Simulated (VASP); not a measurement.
A run of VASP 6.6.1 is set up as follows.

Contents of POSCAR:

```
RbBr
1.0
   -0.0408231919      3.8694968646      3.8694968646
    3.8694968646     -0.0408231919      3.8694968646
    3.8286736727      3.8286736727      0.0000000000
Rb Br
1 1
Direct
   -0.0024070247     -0.0024070247      0.0024070247
    0.2524070247      0.2524070247      0.2475929753
```

Contents of INCAR.step1:

```
ALGO = Normal
EDIFF = 1E-4
ENCUT = 520
GGA = PE
ISMEAR = 0
LASPH = True
LCHARG = False
LREAL = False
LWAVE = True
NBANDS = 15
NELM = 100
PREC = Accurate
SIGMA = 0.01
```

File INCAR.step2:

```
ALGO = Normal
EDIFF = 1E-6
ENCUT = 520
ISIF = 2
ISMEAR = 0
ISTART = 1
LASPH = True
LCHARG = False
LMIXTAU = True
LREAL = False
LWAVE = False
METAGGA = R2SCAN
NBANDS = 15
NELM = 100
PREC = Accurate
SIGMA = 0.01
```

The input KPOINTS:

```
k-points
0
Gamma
  6 6 6
```

Potentials or basis: VASP PAW PBE potentials, release 64 (Rb_sv, Br).

The run is started by

```console
$ cat potpaw_PBE.64/Rb_sv/POTCAR potpaw_PBE.64/Br/POTCAR > POTCAR
$ cp INCAR.step1 INCAR
$ mpirun -np 1 vasp_std > vasp.out
$ cp INCAR.step2 INCAR
$ mpirun -np 1 vasp_std > vasp.out
```

(1) Estimate the band gap on the k mesh.

(2) Predict the pressure.

Answers

(1) 4.64 eV (least direct gap 4.72 eV).

(2) 0.0 GPa.

Caveat: the cell differs from its parent crystal (shear xy strain -2.1%); the structure was generated, so it needn't be the stable form of RbBr; the PAW data sets were made with another functional, which shifts forces and pressure a little.
